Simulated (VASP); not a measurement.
Cr:

```xyz
1
Lattice="-1.4420 1.4420 1.4420 1.4420 -1.4420 1.4420 1.4420 1.4420 -1.4420" Properties=species:S:1:pos:R:3 pbc="T T T"
Cr    0.0000    0.0000    0.0000
```

```yaml
Program: VASP 6.6.1
Task: relaxation of cell and atoms
Functional: LDA
Potentials_or_basis: VASP PAW LDA potentials, release 64 (Cr_pv)
Cutoff: 600 eV
k_mesh: 10 × 10 × 10
Occupations: gaussian, width 0.1 eV
Spin: no spin polarisation
```

At the start: pressure -24.3 GPa; volume 11.99 Å³/atom.

**Question.** Where does the relaxation end?

**Answer.** Over 4 steps the energy falls by 94.3 meV/atom and the volume is 10.87 Å³/atom (-9.4 %); space group Im-3m (No. 229, to 0.05 Å).

Step by step:
```csv
step,energy change (eV),largest force (eV/Å),pressure (GPa),volume (Å³)
1,0.0000,0.0000,-24.26,11.99
2,0.2597,0.0000,75.14,9.11
3,-0.0940,0.0000,-1.71,10.92
4,-0.0943,0.0000,-0.29,10.87
```

Final structure:
```xyz
1
Lattice="-1.3953 1.3953 1.3953 1.3953 -1.3953 1.3953 1.3953 1.3953 -1.3953" Properties=species:S:1:pos:R:3 pbc="T T T"
Cr    2.7906    0.0000    0.0000
```

Caveat: the run has no spin polarisation, though such a crystal can be magnetic.
